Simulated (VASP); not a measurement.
Runs of VASP 6.6.1 on Pb. The structure is that of space group Fd-3m (No. 227), or close to it. The cells are those of the table. 

```tsv
task	cell	gap on the mesh (eV)	pressure (GPa)	largest force (eV/Å)
single point	a = 4.912, b = 4.912, c = 4.863 Å, angles 60.3, 60.3, 59.3°, 2 atoms	none	(b)	-
single point	a = 4.888, b = 4.888, c = 4.863 Å, angles 60.2, 60.2, 59.7°, 2 atoms	none	-1.0	-
electric field gradients	a = 4.839, b = 4.839, c = 4.815 Å, angles 60.2, 60.2, 59.7°, 2 atoms	none	-0.1	-
electric field gradients	a = 4.839 Å, angles 60.7°, 2 atoms	none	-0.7	0.12
electric field gradients	a = 4.913 Å, angles 58.7°, 2 atoms	none	-0.7	0.20
single point	a = 4.839, b = 4.839, c = 4.863 Å, angles 59.8, 59.8, 60.3°, 2 atoms	none	-0.4	-
electric field gradients	a = 4.912, b = 4.912, c = 4.961 Å, angles 59.7, 59.7, 60.7°, 2 atoms	none	(a)	-
single point	a = 4.815, b = 4.815, c = 4.863 Å, angles 59.7, 59.7, 60.7°, 2 atoms	none	-0.1	-
single point	a = 4.937, b = 4.937, c = 4.863 Å, angles 60.5, 60.5, 59.0°, 2 atoms	none	-1.6	-
single point	a = 4.839, b = 4.839, c = 4.815 Å, angles 60.2, 60.2, 59.7°, 2 atoms	none	-0.1	-
```

Alike in all rows: level LDA; potentials or basis VASP PAW LDA potentials, release 64 (Pb_d); no spin polarisation; k mesh 8 × 8 × 8; cutoff (eV) 520; smearing fermi-dirac 0.05 eV.

Task: Fill in the values left out.

Result: (a) -1.8; (b) -1.3.

Caveats: spin-orbit coupling is left out, which moves the levels of the heavy elements.

A k mesh can miss the band edges, and the runs leave out spin-orbit coupling on Pb.

A gap of «none» marks levels without a gap at the run's occupations.
